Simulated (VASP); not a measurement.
A run of VASP 6.6.1:

Contents of INCAR:

```
  PREC = Accurate
  ENCUT = 600
  EDIFF = 1E-7
  ISMEAR = 0
  SIGMA = 0.01
  LREAL = F
  LASPH = T
  NELM = 100
  ALGO = Normal
  ISIF = 3
  LWAVE = F
  LCHARG = F
  GGA = PE
  IBRION = 2
  NSW = 80
  EDIFFG = -0.002
```

KPOINTS

```
Automatic mesh
0
Gamma
  12 12 3
```

Contents of POSCAR:

```
SiC
1.0
    3.0800000000      0.0000000000      0.0000000000
   -1.5400000000      2.6673582437      0.0000000000
    0.0000000000      0.0000000000     10.0800000000
Si C
4 4
Direct
    0.0000000000      0.0000000000      0.0000000000
    0.3333333333      0.6666666667      0.2500000000
    0.6666666667      0.3333333333      0.5000000000
    0.3333333333      0.6666666667      0.7500000000
    0.0000000000      0.0000000000      0.1875000000
    0.3333333333      0.6666666667      0.4375000000
    0.6666666667      0.3333333333      0.6875000000
    0.3333333333      0.6666666667      0.9375000000
```

Potentials or basis: VASP PAW PBE potentials, release 64 (Si, C).

The run is started by

```bash
$ cat potpaw_PBE.64/Si/POTCAR potpaw_PBE.64/C/POTCAR > POTCAR
$ mpirun -np 1 vasp_std > vasp.out
```

Hardware: 1 thread of AMD EPYC 9R14 (Zen 4), on a shared host.

Q: Estimate the wall time of this run.

A: Wall time 3.3 min on 1 thread of AMD EPYC 9R14 (Zen 4), on a shared host, peak memory 0.24 GiB. Counts: scf iterations 46, k points 38, ion steps 7.
